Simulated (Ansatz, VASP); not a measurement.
One calculation of Y3NbO, two programs

The input INCAR:

```
SYSTEM = Y3NbO
PREC = Accurate
ENCUT = 520
EDIFF = 1E-6
ISMEAR = 0
SIGMA = 0.1
LREAL = .FALSE.
LASPH = .TRUE.
NELM = 80
ALGO = Normal
ISIF = 2
LWAVE = .FALSE.
LCHARG = .FALSE.
GGA = PE
NBANDS = 34
```

File KPOINTS:

```
regular mesh
0
G
  6 6 4
  0 0 0
```

POSCAR

```
Y3NbO
1.0
    5.0323641100      0.0000000000      0.0000000000
   -2.5161820500      4.3581551600      0.0000000000
    0.0000000000      0.0000000000      5.2103111400
Y Nb O
3 1 1
Direct
    0.4671788500      0.0000000000      0.5000000000
    0.0000000000      0.4671788500      0.5000000000
    0.5328211500      0.5328211500      0.5000000000
    0.0000000000      0.0000000000      0.5000000000
    0.0000000000      0.0000000000      0.0000000000
```

Input for Ansatz:

```yaml
crystal:
  lattice:
    - [5.03236411, 0.0, 0.0]
    - [-2.51618205, 4.35815516, 0.0]
    - [0.0, 0.0, 5.21031114]
  atoms:
    - { symbol: "Y", position: [0.46717885, 0.0, 0.5] }
    - { symbol: "Y", position: [0.0, 0.46717885, 0.5] }
    - { symbol: "Y", position: [0.53282115, 0.53282115, 0.5] }
    - { symbol: Nb, position: [0.0, 0.0, 0.5] }
    - { symbol: O, position: [0.0, 0.0, 0.0] }
basis:
  ecutwfc: 420
kpoints:
  mp_grid: { grid: [6, 6, 4] }
hamiltonian:
  xc: pbe
scf:
  occupations: { method: gaussian, width: 0.1 }
  lower_state_search: "off"
output:
  forces: true
  stress: true
  eigenvalues: true
```

Alike in both runs: task single point; functional PBE; k mesh 6 × 6 × 4; occupations gaussian, width 0.1 eV; no spin polarisation.

```csv
,VASP,Ansatz
version,VASP 6.6.1,Ansatz 0.2.0
potentials or method,"VASP PAW PBE potentials, release 64 (Y_sv, Nb_sv, O), cutoff 520 eV","scalar-relativistic, plane waves, PAW"
valence electrons in the cell,52,52
```

VASP gave:

* gap on the k mesh at the Fermi level (eV): none
* rms of the force components (eV/Å): 0.326

Task: What did Ansatz give for the same quantities?

Result: gap on the k mesh at the Fermi level (eV): none; rms of the force components (eV/Å): 0.311.

Atom by atom the forces differ by 0.014 eV/Å (rms over components). A gap of «none» marks a metal or a gap that the smearing closes. With one functional, cell and mesh, what is left measures potentials, basis and numerics.
